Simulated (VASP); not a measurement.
A run of VASP 6.6.1:

The input INCAR:

```
SYSTEM = SiC
PREC = Accurate
ENCUT = 520
EDIFF = 1E-7
ISMEAR = 0
SIGMA = 0.05
LREAL = .FALSE.
LASPH = .TRUE.
NELM = 80
ALGO = Normal
ISIF = 2
LWAVE = .FALSE.
LCHARG = .FALSE.
GGA = PE
NBANDS = 11
```

File KPOINTS:

```
regular mesh
0
G
  20 20 20
  0 0 0
```

POSCAR

```
SiC
1.0
    0.0000000000      1.8181372176      1.8181372176
    1.8181372176      0.0000000000      1.8181372176
    1.8181372176      1.8181372176      0.0000000000
C Si
1 1
Direct
    0.0000000000      0.0000000000      0.0000000000
    0.5000000000      0.5000000000      0.5000000000
```

Potentials or basis: VASP PAW PBE potentials, release 64 (C, Si).

Command:

```console
$ cat potpaw_PBE.64/C/POTCAR potpaw_PBE.64/Si/POTCAR > POTCAR
$ mpirun -np 1 vasp_std > vasp.out
```

Hardware: 1 thread of Intel Xeon 6975P-C, on a shared host.

Problem. How long does it take, and how much memory?

Solution. Wall time 20 s on 1 thread of Intel Xeon 6975P-C, on a shared host, peak memory 0.14 GiB. Counts: scf iterations 13, k points 256.
